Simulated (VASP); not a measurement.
# SnSe2 (P-3m1) in VASP: single point with LDA

Aim: the single point of SnSe2 with LDA.

Program: VASP 6.6.1. These are calculated values, not measurements. Logs are shortened: lines on timing, memory, paths and dates and some standing lists are left out, and cuts for length are marked.

### 1 The cell of the first run

The structure is trigonal, space group P-3m1 (No. 164). Conventional cell: a = 3.656 Å, b = 3.656 Å, c = 5.192 Å, α = 90.00°, β = 90.00°, γ = 120.00°. Sn (site symmetry -3m) has 6 Se at 2.64 Å within 3.5 Å. Se (site symmetry 3m) has 3 Sn at 2.64 Å and 3 Se at 2.93 Å within 3.5 Å.

### 2 Single point, LDA

INCAR reads:

```
SYSTEM = SnSe2
ALGO     = Normal         ! electronic algorithm
EDIFF    = 1E-7           ! SCF threshold, eV
ENCUT    = 520            ! plane-wave cutoff, eV
ISIF     = 2              ! what is computed and relaxed
ISMEAR   = 0              ! smearing method
LASPH    = .TRUE.         ! aspherical terms in the spheres
LCHARG   = .FALSE.        ! write CHGCAR
LREAL    = .FALSE.        ! projectors in reciprocal space
LWAVE    = .FALSE.        ! write WAVECAR
NBANDS   = 20             ! bands
NELM     = 80             ! most SCF steps
PREC     = Accurate       ! precision mode
SIGMA    = 0.05           ! smearing width, eV
```

KPOINTS reads:

```
k-points
0
G
  18 18 10
  0 0 0
```

POSCAR reads:

```
SnSe2
1.0
    3.6560837721      0.0000000000      0.0000000000
   -1.8280418861      3.1662614250      0.0000000000
    0.0000000000      0.0000000000      5.1915182548
Sn Se
1 2
Direct
    0.0000000000      0.0000000000      0.0000000000
    0.3333333333      0.6666666667      0.3041408800
    0.6666666667      0.3333333333      0.6958591200
```

Potentials or basis: VASP PAW LDA potentials, release 64 (Sn_d, Se).

The run is started by

```console
$ cat potpaw_LDA.64/Sn_d/POTCAR potpaw_LDA.64/Se/POTCAR > POTCAR
$ mpirun -np 1 vasp_std > vasp.out
```

OUTCAR:

```text
SYSTEM = SnSe2
   EDIFF = 1E-7
   ENCUT = 520
   ISIF = 2
   ISMEAR = 0
   LASPH = .TRUE.
   LREAL = .FALSE.
   NELM = 80
   PREC = Accurate

 ion  position               nearest neighbor table
   1  0.000  0.000  0.000-   2 2.64   3 2.64   3 2.64   2 2.64   3 2.64   2 2.64
   2  0.333  0.667  0.304-   1 2.64   1 2.64   1 2.64
   3  0.667  0.333  0.696-   1 2.64   1 2.64   1 2.64

  LATTYP: Found a hexagonal cell.
 ALAT       =     3.6560837721
 C/A-ratio  =     1.4199669861

  Lattice vectors:

 A1 = (   3.6560837721,   0.0000000000,   0.0000000000)
 A2 = (  -1.8280418861,   3.1662614250,   0.0000000000)
 A3 = (   0.0000000000,   0.0000000000,   5.1915182548)

Analysis of symmetry for initial positions (statically):
=====================================================================
 Subroutine PRICEL returns:
 Original cell was already a primitive cell.

 Routine SETGRP: Setting up the symmetry group for a
 hexagonal supercell.

 Subroutine GETGRP returns: Found 12 space group operations
 (whereof 12 operations were pure point group operations)
 out of a pool of 24 trial point group operations.

The static configuration has the point symmetry D_3d.

Analysis of symmetry for dynamics (positions and initial velocities):
=====================================================================
 Subroutine PRICEL returns:
 Original cell was already a primitive cell.

 Routine SETGRP: Setting up the symmetry group for a
 hexagonal supercell.

 Subroutine GETGRP returns: Found 12 space group operations
 (whereof 12 operations were pure point group operations)
 out of a pool of 24 trial point group operations.

The dynamic configuration has the point symmetry D_3d.

 Subroutine INISYM returns: Found 12 space group operations
 (whereof 12 operations are pure point group operations),
 and found     1 'primitive' translations

----------------------------------------------------------------------------------------

                                     Primitive cell

  volume of cell :      60.0976

  direct lattice vectors                    reciprocal lattice vectors
     3.656083772  0.000000000  0.000000000     0.273516709  0.157914945  0.000000000
    -1.828041886  3.166261425  0.000000000     0.000000000  0.315829891  0.000000000
     0.000000000  0.000000000  5.191518255     0.000000000  0.000000000  0.192621879

  length of vectors
     3.656083772  3.656083772  5.191518255     0.315829891  0.315829891  0.192621879

  position of ions in fractional coordinates (direct lattice)
     0.000000000  0.000000000  0.000000000
     0.333333333  0.666666667  0.304140880
     0.666666667  0.333333333  0.695859120

  ion indices of the primitive-cell ions
   primitive index   ion index
                 1           1
                 2           2
                 3           3

----------------------------------------------------------------------------------------

 KPOINTS: k-points

Automatic generation of k-mesh.
 Grid dimensions read from file:
 generate k-points for:   18   18   10

 Generating k-lattice:

  Cartesian coordinates                     Fractional coordinates (reciprocal lattice)
     0.015195373  0.008773053  0.000000000     0.055555556  0.000000000  0.000000000
     0.000000000  0.017546105  0.000000000     0.000000000  0.055555556  0.000000000
     0.000000000  0.000000000  0.019262188     0.000000000  0.000000000  0.100000000

  Length of vectors
     0.017546105  0.017546105  0.019262188

  Shift w.r.t. Gamma in fractional coordinates (k-lattice)
     0.000000000  0.000000000  0.000000000

 Subroutine IBZKPT returns following result:
 ===========================================

 Found    330 irreducible k-points:

 Following reciprocal coordinates:
            Coordinates               Weight
  0.000000  0.000000  0.000000      1.000000
  0.055556  0.000000  0.000000      6.000000
  0.111111  0.000000  0.000000      6.000000
  0.166667  0.000000  0.000000      6.000000
  0.222222  0.000000  0.000000      6.000000
  0.277778 -0.000000  0.000000      6.000000
[... 16 lines left out ...]
  0.333333  0.111111  0.000000     12.000000
  0.388889  0.111111  0.000000     12.000000
 [... further k-points ...]
   k-points           NKPTS =    330   k-points in BZ     NKDIM =    330   number of bands    NBANDS=     20
   number of dos      NEDOS =    301   number of ions     NIONS =      3
   total plane-waves  NPLWV =  31360
   dimension x,y,z NGX =    28 NGY =   28 NGZ =   40
   dimension x,y,z NGXF=    56 NGYF=   56 NGZF=   80
   ions per type =               1   2
   NGX,Y,Z   is equivalent  to a cutoff of  12.73, 12.73, 12.81 a.u.
   NGXF,Y,Z  is equivalent  to a cutoff of  25.46, 25.46, 25.62 a.u.
 SYSTEM =  SnSe2
   PREC   = accura    normal or accurate (medium, high low for compatibility)
   ISTART =      0    job   : 0-new  1-cont  2-samecut
   ICHARG =      2    charge: 1-file 2-atom 10-const
   ISPIN  =      1    spin polarized calculation?
   LNONCOLLINEAR =      F non collinear calculations
   LSORBIT =      F    spin-orbit coupling
   LASPH  =      T    aspherical Exc in radial PAW
   ENCUT  =  520.0 eV  38.22 Ry    6.18 a.u.   6.80  6.80  9.65*2*pi/ulx,y,z
   NELM   =     80;   NELMIN=  2; NELMDL= -5     # of ELM steps
   EDIFF  = 0.1E-06   stopping-criterion for ELM
   LREAL  =      F    real-space projection
   EDIFFG = 0.1E-05   stopping-criterion for IOM
   NSW    =      0    number of steps for IOM
   IBRION =     -1    ionic relax: 0-MD 1-quasi-New 2-CG
   NFREE  =      0    steps in history (QN), initial steepest desc. (CG)
   ISIF   =      2    stress and relaxation
   ISYM   =      2    0-nonsym 1-usesym 2-fastsym
   POTIM  = 0.5000    time-step for ionic-motion
   TEBEG  =    0.0;   TEEND  =   0.0 temperature during run
   PSTRESS=    0.0 pullay stress
   NELECT =      26.0000    total number of electrons
   NUPDOWN=      -1.0000    fix difference up-down
   EMIN   =  10.00;   EMAX   =-10.00  energy-range for DOS
   EFERMI =   0.00;   METHOD = LEGACY
   ISMEAR =     0;   SIGMA  =   0.05  broadening in eV -4-tet -1-fermi 0-gaus
   EFERMI_NEDOS =   21; number of points for ismear=-14 and -15
   IALGO  =     38    algorithm
   IMIX   =      4    mixing-type and parameters
     AMIX     =   0.40;   BMIX     =  1.00
     AMIX_MAG =   1.60;   BMIX_MAG =  1.00
  volume/ion in A,a.u.               =      20.03       135.19
  Fermi-wavevector in a.u.,A,eV,Ry     =   1.238170  2.339802 20.858606  1.533064
  Thomas-Fermi vector in A             =   2.372706
   LORBIT       =      0    0 simple, 1 ext, 2 COOP (PROOUT), +10 PAW based schemes
   GGA     = CA    functional components
   LHFCALC =     F    Hartree Fock is set to
   AEXX    =    0.0000 exact exchange contribution
   IVDW    =     0    specifies the selected vdW correction
   LEPSILON=     F    determine dielectric tensor
   LRPA    =     F    only Hartree local field effects (RPA)
 non-spin polarized calculation
 Gauss-broadening in eV      SIGMA  =   0.05
  energy-cutoff  :      520.00
  volume of cell :       60.10
 maximum number of plane-waves:      1651
   NGX = 13   NGY = 13   NGZ = 19

 number of electron      26.0000001 magnetization

 Free energy of the ion-electron system (eV)
  ---------------------------------------------------
  ext. energy  EPLUGINS =         0.00000000
  ---------------------------------------------------
  free energy    TOTEN  =       -13.30593585 eV

  energy without entropy =      -13.30490313  energy(sigma->0) =      -13.30541949

 E-fermi :   7.8832     XC(G=0): -11.0885

 val. band max:        7.8794968446   @ k =  -0.0556   0.1667   0.1000
 cond. band min:       7.8948749520   @ k =   0.1667   0.0556   0.0000
 fundamental gap:      0.0153781073
 Fermi energy:         7.8832326199

 k-point     1 :       0.0000    0.0000    0.0000
  band No.  band energies     occupation
      1     -13.9619      2.00000
      2     -13.9619      2.00000
      3     -13.9087      2.00000
      4     -13.8830      2.00000
      5     -13.8830      2.00000
      6      -8.1746      2.00000
[... 12 lines left out ...]
     19      16.8200      0.00000
     20      16.9162      0.00000

 k-point     2 :       0.0556    0.0000    0.0000
  band No.  band energies     occupation
      1     -13.9641      2.00000
      2     -13.9600      2.00000
      3     -13.9073      2.00000
      4     -13.8843      2.00000
      5     -13.8827      2.00000
      6      -8.1377      2.00000
[... 12 lines left out ...]
     19      15.7942      0.00000
     20      16.5907      0.00000

 k-point     3 :       0.1111    0.0000    0.0000
  band No.  band energies     occupation
      1     -13.9709      2.00000
      2     -13.9549      2.00000
      3     -13.9033      2.00000
      4     -13.8879      2.00000
      5     -13.8819      2.00000
      6      -8.0275      2.00000
[... 12 lines left out ...]
     19      15.1685      0.00000
     20      16.2576      0.00000

 k-point     4 :       0.1667    0.0000    0.0000
  band No.  band energies     occupation
      1     -13.9821      2.00000
      2     -13.9479      2.00000
      3     -13.8996      2.00000
      4     -13.8901      2.00000
      5     -13.8798      2.00000
      6      -7.8460      2.00000
[... 12 lines left out ...]
     19      14.9377      0.00000
     20      16.2043      0.00000

 k-point     5 :       0.2222    0.0000    0.0000
  band No.  band energies     occupation
      1     -13.9967      2.00000
      2     -13.9408      2.00000
      3     -13.9032      2.00000
      4     -13.8839      2.00000
      5     -13.8756      2.00000
      6      -7.5972      2.00000
[... 12 lines left out ...]
     19      15.1154      0.00000
     20      16.4748      0.00000
[... 353 lines left out ...]
      6      -7.1860      2.00000
[... 12 lines left out ...]
     19      14.4480      0.00000
     20      18.3566      0.00000

 k-point    22 :       0.2778    0.1111    0.0000
  band No.  band energies     occupation
      1     -14.0232      2.00000
      2     -13.9400      2.00000
      3     -13.9098      2.00000
      4     -13.8742      2.00000
      5     -13.8547      2.00000
      6      -6.8344      2.00000
[... 12 lines left out ...]
     19      15.2623      0.00000
     20      19.0529      0.00000

 k-point    23 :       0.3333    0.1111    0.0000
  band No.  band energies     occupation
      1     -14.0339      2.00000
      2     -13.9396      2.00000
      3     -13.9135      2.00000
      4     -13.8653      2.00000
      5     -13.8501      2.00000
      6      -6.4619      2.00000
[... 12 lines left out ...]
     19      16.2622      0.00000
     20      19.6116      0.00000

 k-point    24 :       0.3889    0.1111    0.0000
  band No.  band energies     occupation
      1     -14.0409      2.00000
      2     -13.9396      2.00000
      3     -13.9159      2.00000
      4     -13.8573      2.00000
      5     -13.8489      2.00000
      6      -6.1243      2.00000
[... 12 lines left out ...]
     19      17.3218      0.00000
     20      19.8869      0.00000

 [... further k-points ...]

------------------------ aborting loop because EDIFF is reached ----------------------------------------

  FORCE on cell =-STRESS in cart. coord.  units (eV):
  Direction    XX          YY          ZZ          XY          YZ          ZX
  --------------------------------------------------------------------------------------
  -------------------------------------------------------------------------------------
  Total        5.7563703      5.7563703      5.7847992     -0.0000000      0.0000000      0.0000000
  in kB      153.4624086    153.4624086    154.2203129     -0.0000000      0.0000000      0.0000000
  external PRESSURE =     153.7150433 kB  Pullay stress =       0.0000000 kB

 VOLUME and BASIS-vectors are now :
 -----------------------------------------------------------------------------
  energy-cutoff  :      520.00
  volume of cell :       60.10
      direct lattice vectors                 reciprocal lattice vectors
     3.656083772  0.000000000  0.000000000     0.273516709  0.157914945  0.000000000
    -1.828041886  3.166261425  0.000000000     0.000000000  0.315829891  0.000000000
     0.000000000  0.000000000  5.191518255     0.000000000  0.000000000  0.192621879

 POSITION                                       TOTAL-FORCE (eV/Angst)
 -----------------------------------------------------------------------------------
      0.00000      0.00000      0.00000         0.000000      0.000000      0.000000
     -0.00000      2.11084      1.57895         0.000000     -0.000000      0.018669
      1.82804      1.05542      3.61257        -0.000000      0.000000     -0.018669
 -----------------------------------------------------------------------------------
    total drift:                               -0.000000      0.000000      0.000000

  FREE ENERGIE OF THE ION-ELECTRON SYSTEM (eV)
  ---------------------------------------------------
  free  energy   TOTEN  =       -13.3059358484 eV

  energy  without entropy=      -13.3049031303  energy(sigma->0) =      -13.30541949
```

It took 7 min on 1 thread of Intel Xeon 8259CL, shared host; peak memory 0.46 GiB.

Results:

* Free energy: -13.3059 eV
* Pressure: 15.4 GPa
* Largest force: 0.019 eV/Å
* Band gap on the k mesh: zero (bands 13 and 14 overlap by 1.32 eV)

Forces in eV/Å, atoms in the order of the input:
```
Sn   0.000  0.000  0.000
Se   0.000  0.000  0.019
Se   0.000  0.000 -0.019
```

Caveat: the cell stands under pressure; spin-orbit coupling is left out, which moves the levels of the heavy elements.
